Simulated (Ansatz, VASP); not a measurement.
Si31O: VASP beside Ansatz

```
O Si
1.0
     7.58960    0.00000    0.00000
    -3.79480    6.57279    0.00000
     0.00000    0.00000   12.70990
O Si
1 31
Direct
  0.93428 0.96712 0.44364
  0.97650 0.48824 0.41605
  0.51188 0.00092 0.41012
  0.51186 0.51091 0.41013
  0.99941 0.99973 0.91174
  0.99422 0.49711 0.89989
  0.50058 0.99942 0.90650
  0.50058 0.50117 0.90648
  0.00891 0.00446 0.09812
  0.00072 0.50038 0.08383
  0.51361 0.99891 0.09335
  0.51361 0.51471 0.09334
  0.96741 0.98367 0.57634
  0.98917 0.49456 0.59832
  0.48460 0.99822 0.59315
  0.48457 0.48637 0.59316
  0.21632 0.44599 0.32498
  0.21623 0.77044 0.32501
  0.65643 0.32821 0.33931
  0.71624 0.85809 0.37037
  0.32737 0.16368 0.84188
  0.33174 0.66588 0.84245
  0.83202 0.16050 0.84068
  0.83204 0.67155 0.84068
  0.17640 0.34540 0.14997
  0.17642 0.83103 0.14997
  0.66974 0.33487 0.15305
  0.68480 0.84241 0.17389
  0.30152 0.15075 0.65116
  0.32721 0.66362 0.65533
  0.81910 0.15702 0.65501
  0.81908 0.66201 0.65500
```

Alike in both runs: functional PBE; k mesh 3 × 3 × 1; occupations gaussian, width 0.05 eV; collinear spin.

Ansatz relaxed the structure, and its values are those at the end. VASP's run is a single point on that final structure, the one shown.

|  | VASP | Ansatz |
| --- | --- | --- |
| version | VASP 6.6.1 | Ansatz 0.2.0 |
| potentials or method | VASP PAW PBE potentials, release 64 (O, Si), cutoff 520 eV | scalar-relativistic, plane waves, PAW |
| valence electrons in the cell | 130 | 130 |

|  | VASP | Ansatz | Ansatz less VASP |
| --- | --- | --- | --- |
| rms of the force components (eV/Å) | 0.009 | 0.004 | -0.0046 |
| net moment per atom (μB) | 0.00 | 0.00 | 0.000 |

Ansatz's warnings: seeded moment not kept.
